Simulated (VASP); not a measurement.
# FeRuSO: single point with PBE+U

The system is FeRuSO.

```
Ru S Fe O
1.0
     3.83407    0.00000    0.00000
     0.00000    3.83407    0.00000
     0.00000    0.00000    8.67252
Ru S Fe O
2 2 2 2
Direct
  0.75000 0.25000 0.50000
  0.25000 0.75000 0.50000
  0.25000 0.25000 0.34420
  0.75000 0.75000 0.65580
  0.25000 0.75000 0.00000
  0.75000 0.25000 0.00000
  0.25000 0.25000 0.92560
  0.75000 0.75000 0.07440
```

```yaml
Program: VASP 6.6.1
Task: single point
Functional: PBE
Potentials_or_basis: VASP PAW PBE potentials, release 64 (Ru_sv, S, Fe_sv, O)
Cutoff: 520 eV
k_mesh: 6 × 6 × 3
Occupations: fermi-dirac, width 0.1 eV
Spin: collinear spin, ferrimagnetic start
Starting_moments: "[2.0, 2.0, 0.0, 0.0, 4.0, -4.0, 0.0, 0.0] μB"
Hubbard_terms: Fe d U = 2.77 eV, Ru d U = 3.06 eV
Dipole_correction: no
k_mesh_for_the_DOS: 9 × 9 × 5
Occupations_for_the_DOS: tetrahedron
Further_INCAR_settings: ALGO = Normal; EDIFF = 1e-06; NBANDS = 58
```

The net moment is 0.00 μB per cell. The site moments are Ru +0.00, -0.00; S +0.00; Fe +3.40, -3.40; O +0.00 μB and the valence electrons inside the program's atomic spheres are Ru 13.73; S 3.61; Fe 13.64; O 5.00.

Levels at points of the mesh, in eV from the Fermi level:
Spin up:
| k point | band 42 | band 43 | band 44 | band 45 | band 46 | band 47 |
| --- | --- | --- | --- | --- | --- | --- |
| (0.00, 0.00, 0.00) | 0.10 | 0.36 | 0.47 | 0.47 | 1.18 | 1.59 |
Spin down:
```
           k point  band 40  band 41  band 42  band 43  band 44  band 45  band 46  band 47  band 48  band 49
(0.00, 0.00, 0.00)    -1.23    -0.13     0.10     0.36     0.47     0.47     1.18     1.59     2.03     2.15
```

Eigenvalues of the final occupation matrices:
```csv
site,spin,trace,eigenvalues
site 1 d,1,2.78,0.51 0.52 0.52 0.58 0.65
site 1 d,2,2.78,0.51 0.52 0.52 0.58 0.65
site 2 d,1,2.78,0.51 0.52 0.52 0.58 0.65
site 2 d,2,2.78,0.51 0.52 0.52 0.58 0.65
site 5 d,1,4.45,0.87 0.88 0.89 0.89 0.92
site 5 d,2,1.07,0.04 0.04 0.06 0.13 0.80
site 6 d,1,1.07,0.04 0.04 0.06 0.13 0.80
site 6 d,2,4.45,0.87 0.88 0.89 0.89 0.92
```

Run time: 9.3 min on 1 thread of AMD EPYC 9R45 96-Core Processor (Zen 5) (shared host), peak memory 0.56 GiB.

The state reached can hang on the start; a lower one may exist.
